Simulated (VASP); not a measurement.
# SrCaTe2: single point with r2SCAN

Crystal: SrCaTe2.

```
Ca Sr Te
1.0
     2.28960    1.32190    7.48262
    -2.28960    1.32190    7.48262
     0.00000   -2.64380    7.48262
Ca Sr Te
1 1 2
Direct
  0.00000 0.00000 0.00000
  0.50000 0.50000 0.50000
  0.25425 0.25425 0.25425
  0.74575 0.74575 0.74575
```

* Program: VASP 6.6.1
* Task: single point
* Functional: r2SCAN
* Potentials or basis: VASP PAW PBE potentials, release 64 (Ca_sv, Sr_sv, Te)
* Cutoff: 520 eV
* k mesh: 6 × 6 × 6
* Occupations: gaussian, width 0.01 eV
* Spin: no spin polarisation

| Item | Value |
| --- | --- |
| Pressure | 1.4 GPa |
| Band gap on the k mesh | 1.95 eV (least direct gap 2.89 eV) |

Levels at points of the mesh, in eV from the valence-band top:
```tsv
k point	band 14	band 15	band 16	band 17	band 18	band 19
(0.00, 0.00, 0.00)	-0.02	-0.02	0.00	3.52	3.54	3.54
(0.50, 0.00, 0.00)	-1.40	-1.20	-0.96	3.24	3.25	5.03
(0.50, 0.50, 0.00)	-1.18	-0.98	-0.95	1.95	4.31	4.32
(0.50, 0.50, 0.50)	-0.75	-0.66	-0.66	3.62	3.62	4.10
```

It took 6.8 min on 1 thread of Intel(R) Xeon(R) 6975P-C (Granite Rapids) (shared host), peak memory 0.61 GiB.

Caveat: the PAW data sets were made with another functional, which shifts forces and pressure a little; spin-orbit coupling is left out, which moves the levels of the heavy elements. A k mesh can miss the band edges.
